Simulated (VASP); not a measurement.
## BP: single point with PBE

BP:

```
CELL_PARAMETERS angstrom
6.19741 0.00000 0.00000
0.00000 6.34876 0.00000
0.00000 0.00000 5.61140
ATOMIC_POSITIONS crystal
B 0.83788 0.14058 0.42495
B 0.83788 0.85942 0.92495
B 0.16212 0.85942 0.57505
B 0.16212 0.14058 0.07505
B 0.66212 0.35942 0.92495
B 0.33788 0.64058 0.07505
B 0.66212 0.64058 0.42495
B 0.33788 0.35942 0.57505
P 0.16312 0.85701 0.92946
P 0.83688 0.14299 0.07054
P 0.16312 0.14299 0.42946
P 0.83688 0.85701 0.57054
P 0.33688 0.64299 0.42946
P 0.33688 0.35701 0.92946
P 0.66312 0.35701 0.57054
P 0.66312 0.64299 0.07054
```

The cell was generated, and may not be a known phase.

| Quantity | Value |
| --- | --- |
| Program | VASP 6.6.1 |
| Task | single point |
| Functional | PBE |
| Potentials or basis | VASP PAW PBE potentials, release 64 (B, P) |
| Cutoff | 520 eV |
| k mesh | 6 × 4 × 6 |
| Occupations | gaussian, width 0.02 eV |
| Spin | no spin polarisation |

The pressure is -0.2 GPa, the largest force is 0.004 eV/Å and the band gap on the k mesh is 1.29 eV (least direct gap 1.32 eV).

Forces in eV/Å, atoms in the order of the input:
```
B   -0.001  0.001  0.001
B   -0.001 -0.001  0.001
B    0.001 -0.001 -0.001
B    0.001  0.001 -0.001
B    0.001 -0.001  0.001
B   -0.001  0.001 -0.001
B    0.001  0.001  0.001
B   -0.001 -0.001 -0.001
P   -0.002  0.003 -0.001
P    0.002 -0.003  0.001
P   -0.002 -0.003 -0.001
P    0.002  0.003  0.001
P    0.002 -0.003 -0.001
P    0.002  0.003 -0.001
P   -0.002  0.003  0.001
P   -0.002 -0.003  0.001
```

Levels at points of the mesh, in eV from the valence-band top:
```csv
k point,band 30,band 31,band 32,band 33,band 34,band 35
"(0.00, 0.00, 0.00)",-0.10,0.00,0.00,1.32,1.75,2.30
"(0.50, 0.00, 0.00)",-1.37,-1.35,-1.35,2.36,2.36,2.42
"(0.00, 0.50, 0.00)",-1.38,-1.12,-1.12,2.46,2.46,2.50
"(0.50, 0.50, 0.00)",-1.97,-1.07,-1.07,1.84,1.84,3.27
"(0.00, 0.00, 0.50)",-1.44,-1.17,-1.17,1.96,1.96,2.64
"(0.50, 0.00, 0.50)",-1.84,-1.84,-1.84,1.92,1.92,1.92
"(0.00, 0.50, 0.50)",-2.00,-2.00,-2.00,2.18,2.18,2.18
"(0.50, 0.50, 0.50)",-1.77,-1.77,-1.77,1.79,1.79,1.79
```

Wall time 3.4 min on 1 thread of Intel(R) Xeon(R) 6975P-C (Granite Rapids), with other jobs on the host, peak memory 0.47 GiB.

A k mesh can miss the band edges.
